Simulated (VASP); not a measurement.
# Al3Cu (P4/mmm) in VASP: a series of runs, part 2 of 2

VASP 6.6.1.

## 5. Single point, r2SCAN

This run uses another cell than the first one, of 14.60 Å³/atom, 1.307 times its volume.

Input file POSCAR:

```
Al3Cu
1.0
    2.7737808638      0.0000000000      0.0000000000
    0.0000000000      2.7737808638      0.0000000000
    0.0000000000      0.0000000000      7.5918631133
Al Cu
3 1
Direct
    0.0000000000      0.0000000000      0.5000000000
    0.5000000000      0.5000000000      0.2226430006
    0.5000000000      0.5000000000      0.7773569994
    0.0000000000      0.0000000000      0.0000000000
```

Input file INCAR.step1:

```
SYSTEM = Al3Cu
ALGO = Normal
EDIFF = 1E-4
ENCUT = 520
GGA = PE
ISMEAR = 0
LASPH = .TRUE.
LCHARG = .FALSE.
LREAL = .FALSE.
LWAVE = .TRUE.
NBANDS = 18
NELM = 60
PREC = Accurate
SIGMA = 0.15
```

Input file INCAR.step2:

```
SYSTEM = Al3Cu
ALGO = Normal
EDIFF = 1E-7
ENCUT = 520
ISIF = 2
ISMEAR = 0
ISTART = 1
LASPH = .TRUE.
LCHARG = .FALSE.
LMIXTAU = .TRUE.
LREAL = .FALSE.
LWAVE = .FALSE.
METAGGA = R2SCAN
NBANDS = 18
NELM = 60
PREC = Accurate
SIGMA = 0.15
```

Input file KPOINTS:

```
k-points
0
G
  18 18 6
  0 0 0
```

The run is started by

```
$ cat potpaw_PBE.64/Al/POTCAR potpaw_PBE.64/Cu/POTCAR > POTCAR
$ cp INCAR.step1 INCAR
$ mpirun -np 1 vasp_std > vasp.out
$ cp INCAR.step2 INCAR
$ mpirun -np 1 vasp_std > vasp.out
```

Wall time 13 min (1 thread of Oxide Virtual Turin-like, shared host); peak memory 0.31 GiB.

Results (log left out):

```yaml
Free_energy: -31.4288 eV
Pressure: -0.2 GPa
Largest_force: 0.059 eV/Å
Band_gap_on_the_k_mesh: zero (band 10 reaches 12.92 eV, above the bottom of band 11 at 6.56 eV)
```

Forces in eV/Å, atoms in the order of the input:
```
Al   0.000  0.000  0.000
Al   0.000  0.000  0.059
Al   0.000  0.000 -0.059
Cu   0.000  0.000  0.000
```

Levels at points of the mesh, in eV from the Fermi level:
| k point | band 7 | band 8 | band 9 | band 10 | band 11 | band 12 | band 13 | band 14 |
| --- | --- | --- | --- | --- | --- | --- | --- | --- |
| (0.00, 0.00, 0.00) | -3.78 | -3.39 | -1.99 | 0.54 | 6.66 | 7.16 | 7.16 | 8.30 |
| (0.50, 0.00, 0.00) | -3.88 | -3.83 | -3.68 | -2.47 | -1.95 | 2.77 | 4.06 | 4.30 |
| (0.50, 0.50, 0.00) | -2.72 | -0.49 | -0.33 | 0.13 | 0.13 | 0.48 | 0.48 | 0.66 |
| (0.00, 0.00, 0.50) | -3.78 | -3.74 | -3.39 | 4.30 | 5.86 | 6.66 | 7.75 | 7.75 |
| (0.50, 0.00, 0.50) | -3.88 | -3.68 | -2.79 | -1.10 | -1.05 | 0.07 | 0.91 | 9.12 |
| (0.50, 0.50, 0.50) | -1.96 | -1.80 | -1.80 | -0.52 | -0.52 | 0.61 | 1.94 | 3.42 |

Caveat: the PAW data sets were made with another functional, which shifts forces and pressure a little.

## 6. Single point, r2SCAN

This run uses another cell than the first one, of 14.60 Å³/atom, 1.307 times its volume.

POSCAR is that of step 5.

Input file INCAR.step1:

```
PREC = Accurate
ENCUT = 520
ISMEAR = 0
SIGMA = 0.15
LREAL = False
LASPH = True
NELM = 80
NBANDS = 18
GGA = PE
ALGO = Normal
EDIFF = 1E-4
LWAVE = True
LCHARG = False
```

Input file INCAR.step2:

```
PREC = Accurate
ENCUT = 520
EDIFF = 1E-6
ISMEAR = 0
SIGMA = 0.15
LREAL = False
LASPH = True
NELM = 80
ALGO = Normal
ISIF = 2
LWAVE = False
LCHARG = False
METAGGA = R2SCAN
LMIXTAU = True
NBANDS = 18
ISTART = 1
```

Input file KPOINTS:

```
Automatic mesh
0
Gamma
  18 18 8
```

Potentials or basis: VASP PAW PBE potentials, release 64 (Al, Cu).

The run is started by

```
$ cat potpaw_PBE.64/Al/POTCAR potpaw_PBE.64/Cu/POTCAR > POTCAR
$ cp INCAR.step1 INCAR
$ mpirun -np 1 vasp_std > vasp.out
$ cp INCAR.step2 INCAR
$ mpirun -np 1 vasp_std > vasp.out
```

OUTCAR:

```text
PREC = Accurate
   ENCUT = 520
   EDIFF = 1E-6
   ISMEAR = 0
   LREAL = False
   LASPH = True
   NELM = 80
   ISIF = 2
   METAGGA = R2SCAN
   ISTART = 1

 ion  position               nearest neighbor table
   1  0.000  0.000  0.500-   2 2.88   3 2.88   2 2.88   3 2.88   2 2.88   3 2.88   2 2.88   3 2.88

   2  0.500  0.500  0.223-   4 2.59   4 2.59   4 2.59   4 2.59   1 2.88   1 2.88   1 2.88   1 2.88

   3  0.500  0.500  0.777-   4 2.59   4 2.59   4 2.59   4 2.59   1 2.88   1 2.88   1 2.88   1 2.88

   4  0.000  0.000  0.000-   2 2.59   3 2.59   2 2.59   3 2.59   2 2.59   3 2.59   2 2.59   3 2.59

  LATTYP: Found a simple tetragonal cell.
 ALAT       =     2.7737808638
 C/A-ratio  =     2.7370089730

  Lattice vectors:

 A1 = (   2.7737808638,   0.0000000000,   0.0000000000)
 A2 = (   0.0000000000,   2.7737808638,   0.0000000000)
 A3 = (   0.0000000000,   0.0000000000,   7.5918631133)

Analysis of symmetry for initial positions (statically):
=====================================================================
 Subroutine PRICEL returns:
[... 176 lines left out ...]
 E-fermi :   8.5132     XC(G=0): -11.6942

 val. band max:        8.4933407817   @ k =   0.2778   0.1111   0.0000
 cond. band min:       8.5195080493   @ k =   0.5000   0.3889   0.1250
 fundamental gap:      0.0261672676
 Fermi energy:         8.5132354868

 k-point     1 :       0.0000    0.0000    0.0000
  band No.  band energies     occupation
      1      -3.4071      2.00000
      2      -0.8701      2.00000
      3      -0.5105      2.00000
      4       3.7927      2.00000
      5       3.8583      2.00000
      6       4.7251      2.00000
[... 481 lines left out ...]
      5       4.0674      2.00000
      6       4.2254      2.00000
[... 10 lines left out ...]
     17      17.0305      0.00000
     18      18.3388      0.00000

 [... further k-points ...]

------------------------ aborting loop because EDIFF is reached ----------------------------------------

  FORCE on cell =-STRESS in cart. coord.  units (eV):
  Direction    XX          YY          ZZ          XY          YZ          ZX
  --------------------------------------------------------------------------------------
  -------------------------------------------------------------------------------------
  Total       -0.0620710     -0.0620710     -0.1123231      0.0000000      0.0000000     -0.0000000
  in kB       -1.7025757     -1.7025757     -3.0809659      0.0000000      0.0000000     -0.0000000
  external PRESSURE =      -2.1620391 kB  Pullay stress =       0.0000000 kB

 VOLUME and BASIS-vectors are now :
 -----------------------------------------------------------------------------
  energy-cutoff  :      520.00
  volume of cell :       58.41
      direct lattice vectors                 reciprocal lattice vectors
     2.773780864  0.000000000  0.000000000     0.360518746  0.000000000  0.000000000
     0.000000000  2.773780864  0.000000000     0.000000000  0.360518746  0.000000000
     0.000000000  0.000000000  7.591863113     0.000000000  0.000000000  0.131719972

 POSITION                                       TOTAL-FORCE (eV/Angst)
 -----------------------------------------------------------------------------------
      0.00000      0.00000      3.79593         0.000000      0.000000     -0.000000
      1.38689      1.38689      1.69028         0.000000     -0.000000      0.059585
      1.38689      1.38689      5.90159        -0.000000     -0.000000     -0.059585
      0.00000      0.00000      0.00000         0.000000      0.000000     -0.000000
 -----------------------------------------------------------------------------------
    total drift:                                0.000000      0.000000     -0.000000

  FREE ENERGIE OF THE ION-ELECTRON SYSTEM (eV)
  ---------------------------------------------------
  free  energy   TOTEN  =       -31.4317113165 eV

  energy  without entropy=      -31.4211419600  energy(sigma->0) =      -31.42642664
```

OUTCAR.step1:

```text
PREC = Accurate
   ENCUT = 520
   ISMEAR = 0
   LREAL = False
   LASPH = True
[... 736 lines left out ...]
      0.00000      0.00000      3.79593        -0.000000     -0.000000      0.000000
      1.38689      1.38689      1.69028        -0.000000      0.000000      0.127589
      1.38689      1.38689      5.90159         0.000000      0.000000     -0.127589
      0.00000      0.00000      0.00000        -0.000000     -0.000000      0.000000
 -----------------------------------------------------------------------------------
    total drift:                                0.000000      0.000000     -0.000000

  FREE ENERGIE OF THE ION-ELECTRON SYSTEM (eV)
  ---------------------------------------------------
  free  energy   TOTEN  =       -15.3287202565 eV

  energy  without entropy=      -15.3168499479  energy(sigma->0) =      -15.32278510
```

It took 16 min on 1 thread of Oxide Virtual Turin-like, shared host; peak memory 0.36 GiB.

Results:

| Item | Value |
| --- | --- |
| Free energy | -31.4317 eV |
| Pressure | -0.2 GPa |
| Largest force | 0.060 eV/Å |
| Band gap on the k mesh | zero (band 10 reaches 12.92 eV, above the bottom of band 11 at 6.56 eV) |

Forces on the atoms (eV/Å):
```
Al   0.000  0.000  0.000
Al   0.000  0.000  0.060
Al   0.000  0.000 -0.060
Cu   0.000  0.000  0.000
```

Caveat: the PAW data sets were made with another functional, which shifts forces and pressure a little.

## 7. Overview

| task | cell | k mesh | cutoff (eV) | smearing | gap on the mesh (eV) | pressure (GPa) | largest force (eV/Å) |
| --- | --- | --- | --- | --- | --- | --- | --- |
| relaxation of cell and atoms | relaxed to 60 GPa from a = 2.543, b = 2.543, c = 6.910 Å, 4 atoms | 16 × 16 × 6 | 600 | gaussian 0.1 eV | none | 60.1 | - |
| single point | a = 2.774, b = 2.774, c = 7.592 Å, 4 atoms | 16 × 16 × 6 | 520 | gaussian 0.1 eV | none | -0.2 | 0.02 |
| single point | a = 2.774, b = 2.774, c = 15.184 Å, 8 atoms | 17 × 17 × 3 | 520 | gaussian 0.15 eV | none | -0.2 | 0.02 |
| single point | a = 2.774, b = 2.774, c = 7.592 Å, 4 atoms | 18 × 18 × 6 | 520 | gaussian 0.15 eV | none | -0.2 | 0.06 |
| single point | a = 2.774, b = 2.774, c = 7.592 Å, 4 atoms | 18 × 18 × 8 | 520 | gaussian 0.15 eV | none | -0.2 | 0.06 |

Alike in all rows: level r2SCAN; potentials or basis VASP PAW PBE potentials, release 64 (Al, Cu); no spin polarisation.

Caveats: the PAW data sets were made with another functional, which shifts forces and pressure a little; the cell is relaxed towards a set pressure, so the enthalpy falls and the energy may rise (some runs).

Total energies depend on the potentials used, so only differences within one code and one set of settings carry meaning.
